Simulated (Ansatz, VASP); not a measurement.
Rb4S3 in VASP and in Ansatz

```xyz
7
Lattice="6.6959 0.0000 0.0000 0.0000 6.6959 0.0000 0.0000 0.0000 6.6959" Properties=species:S:1:pos:R:3 pbc="T T T"
Rb    0.0000    3.3480    3.3480
Rb    3.3480    0.0000    3.3480
Rb    3.3480    3.3480    0.0000
Rb    3.3480    3.3480    3.3480
S     3.3480    0.0000    0.0000
S     0.0000    3.3480    0.0000
S     0.0000    0.0000    3.3480
```

Alike in both runs: functional PBE; k mesh 6 × 6 × 6; occupations gaussian, width 0.1 eV; no spin polarisation.

Ansatz relaxed the structure, and its values are those at the end. VASP's run is a single point on that final structure, the one shown.

|  | VASP | Ansatz |
| --- | --- | --- |
| version | VASP 6.6.1 | Ansatz 0.2.0 |
| potentials or method | VASP PAW PBE potentials, release 64 (Rb_sv, S), cutoff 520 eV | scalar-relativistic, plane waves, PAW |
| valence electrons in the cell | 54 | 54 |

```tsv
	VASP	Ansatz	Ansatz less VASP
gap on the k mesh at the Fermi level (eV)	none	none	-
pressure (GPa)	0.0	0.0	-0.03
```

A gap of «none» marks a metal or a gap that the smearing closes. The functional is the same, so the differences come from potentials, cutoffs and numerics.
